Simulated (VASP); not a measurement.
# Cr (Im-3m) in VASP: a series of runs, part 2 of 2

VASP 6.6.1. The steps go on from the part before.

## (3) Relaxation of cell and atoms, PBEsol, collinear spin, ferromagnetic start

This run uses another cell than the first one, of 11.99 Å³/atom, 1.075 times its volume.

INCAR

```
PREC = Accurate
ENCUT = 600
EDIFF = 1E-6
ISMEAR = 0
SIGMA = 0.05
LREAL = F
LASPH = T
NELM = 150
ALGO = Normal
ISIF = 3
LWAVE = F
LCHARG = F
ISPIN = 2
MAGMOM = 3
LORBIT = 11
LMAXMIX = 4
GGA = PS
IBRION = 2
NSW = 80
EDIFFG = -0.03
```

KPOINTS

```
Automatic mesh
0
Gamma
  11 11 11
```

POSCAR

```
Cr
1.0
   -1.4419500000      1.4419500000      1.4419500000
    1.4419500000     -1.4419500000      1.4419500000
    1.4419500000      1.4419500000     -1.4419500000
Cr
1
Direct
    0.0000000000      0.0000000000      0.0000000000
```

Potentials or basis: VASP PAW PBE potentials, release 64 (Cr_pv).

The run is started by

```console
$ cat potpaw_PBE.64/Cr_pv/POTCAR > POTCAR
$ mpirun -np 1 vasp_std > vasp.out
```

OUTCAR:

```text
PREC = Accurate
   ENCUT = 600
   EDIFF = 1E-6
   ISMEAR = 0
   LREAL = F
   LASPH = T
   NELM = 150
   ISIF = 3
   ISPIN = 2
   LORBIT = 11
   GGA = PS
   IBRION = 2
   NSW = 80
   EDIFFG = -0.03

 ion  position               nearest neighbor table
   1  0.000  0.000  0.000-

  LATTYP: Found a body centered cubic cell.
 ALAT       =     2.8839000000

  Lattice vectors:

 A1 = (  -1.4419500000,   1.4419500000,   1.4419500000)
 A2 = (   1.4419500000,  -1.4419500000,   1.4419500000)
 A3 = (   1.4419500000,   1.4419500000,  -1.4419500000)

Analysis of symmetry for initial positions (statically):
=====================================================================
 Subroutine PRICEL returns:
 Original cell was already a primitive cell.

 Routine SETGRP: Setting up the symmetry group for a
 body centered cubic supercell.

 Subroutine GETGRP returns: Found 48 space group operations
 (whereof 48 operations were pure point group operations)
 out of a pool of 48 trial point group operations.

The static configuration has the point symmetry O_h .

Analysis of symmetry for dynamics (positions and initial velocities):
=====================================================================
 Subroutine PRICEL returns:
 Original cell was already a primitive cell.

 Routine SETGRP: Setting up the symmetry group for a
 body centered cubic supercell.

 Subroutine GETGRP returns: Found 48 space group operations
 (whereof 48 operations were pure point group operations)
[... 279 lines left out ...]
  ---------------------------------------------------
  ext. energy  EPLUGINS =         0.00000000
  ---------------------------------------------------
  free energy    TOTEN  =       -10.23024368 eV

  energy without entropy =      -10.22819132  energy(sigma->0) =      -10.22921750

 E-fermi :  11.3339     XC(G=0): -14.0490

 val. band max:       11.3266157644   @ k =  -0.4545  -0.4545   0.2727
 cond. band min:      11.3362886434   @ k =  -0.1818   0.2727   0.0909
 fundamental gap:      0.0096728790
 Fermi energy:        11.3339329230

 spin component 1

 k-point     1 :       0.0000    0.0000    0.0000
  band No.  band energies     occupation
      1     -31.1748      1.00000
      2     -31.1748      1.00000
      3     -31.1748      1.00000
      4       3.3383      1.00000
      5      10.3969      1.00000
      6      10.3969      1.00000
      7      10.3969      1.00000
      8      12.5213      0.00000
      9      12.5213      0.00000
     10      18.4636      0.00000
     11      33.9232      0.00000
     12      33.9232      0.00000
[... 333 lines left out ...]
      1     -32.0272      1.00000
      2     -31.6374      1.00000
      3     -31.3413      1.00000
      4       7.9090      1.00000
      5       8.6860      1.00000
      6      10.1458      1.00000
      7      12.7358      0.00000
      8      12.9457      0.00000
      9      18.0202      0.00000
     10      18.4611      0.00000
     11      21.6142      0.00000
     12      25.3871      0.00000

 [... further k-points ...]

 spin component 2

 k-point     1 :       0.0000    0.0000    0.0000
  band No.  band energies     occupation
      1     -31.1748      1.00000
      2     -31.1748      1.00000
      3     -31.1748      1.00000
      4       3.3383      1.00000
      5      10.3969      1.00000
      6      10.3969      1.00000
      7      10.3969      1.00000
      8      12.5213      0.00000
      9      12.5213      0.00000
     10      18.4636      0.00000
     11      33.9232      0.00000
     12      33.9232      0.00000
[... 373 lines left out ...]
  FREE ENERGIE OF THE ION-ELECTRON SYSTEM (eV)
  ---------------------------------------------------
  free  energy   TOTEN  =       -10.2302436774 eV

  energy  without entropy=      -10.2281913229  energy(sigma->0) =      -10.22921750

 reached required accuracy - stopping structural energy minimisation

 total charge

# of ion       s       p       d       tot
------------------------------------------
    1        0.444   6.433   4.260  11.137

 magnetization (x)

# of ion       s       p       d       tot
------------------------------------------
    1       -0.000   0.000  -0.000  -0.000
```

OSZICAR:

```text
N       E                     dE             d eps       ncg     rms          rms(c)
DAV:   1     0.892293067809E+02    0.89229E+02   -0.73301E+03  2688   0.125E+03
DAV:   2    -0.928228826905E+01   -0.98512E+02   -0.95002E+02  2744   0.314E+02
DAV:   3    -0.106579948172E+02   -0.13757E+01   -0.13596E+01  2992   0.441E+01
[... 30 lines left out ...]
       N       E                     dE             d eps       ncg     rms          rms(c)
DAV:   1    -0.102313885917E+02   -0.12252E-02   -0.16346E-02  2688   0.230E+00    0.297E-01
DAV:   2    -0.102302740650E+02    0.11145E-02   -0.27172E-03  2760   0.913E-01    0.510E-02
DAV:   3    -0.102302526107E+02    0.21454E-04   -0.17163E-05  2760   0.654E-02    0.289E-02
DAV:   4    -0.102302442085E+02    0.84022E-05   -0.94012E-06  2808   0.407E-02    0.363E-03
DAV:   5    -0.102302436774E+02    0.53107E-06   -0.18738E-07  1368   0.648E-03
   4 F= -.10230244E+02 E0= -.10229218E+02  d E =-.516434E-01  mag=    -0.0000
```

Run time: 20 s. Hardware: 1 thread of Intel Xeon 6975P-C (Granite Rapids), shared host; peak memory 0.14 GiB.

Results:

```
Free energy                                           : -10.2302 eV
Relaxed volume                                        : 11.14 Å³/atom
Relaxed cell                                          : a = 2.437 Å, b = 2.437 Å, c = 2.437 Å, α = 109.47°, β = 109.47°, γ = 109.47°
Space group after relaxing (to 0.05 Å)                : Im-3m (No. 229)
Energy gained by relaxing                             : 51.6 meV/atom
Ionic steps                                           : 4
Pressure after relaxing                               : -0.1 GPa
Band gap on the k mesh                                : zero (filled and empty bands overlap)
Net moment                                            : 0.00 μB per cell
Valence electrons inside the program's atomic spheres : Cr 11.14
```

Step by step:
| step | energy change (eV) | largest force (eV/Å) | pressure (GPa) | volume (Å³) |
| --- | --- | --- | --- | --- |
| 1 | 0.0000 | 0.0000 | -18.14 | 11.99 |
| 2 | 0.1302 | 0.0000 | 48.63 | 9.79 |
| 3 | -0.0516 | 0.0000 | -0.84 | 11.17 |
| 4 | -0.0516 | 0.0000 | -0.12 | 11.14 |

Final structure:
```xyz
1
Lattice="-1.4068 1.4068 1.4068 1.4068 -1.4068 1.4068 1.4068 1.4068 -1.4068" Properties=species:S:1:pos:R:3 pbc="T T T"
Cr   -1.4068    1.4068    1.4068
```

Caveat: the starting moments collapsed, and a magnetic state may lie lower; the PAW data sets were made with another functional, which shifts forces and pressure a little.
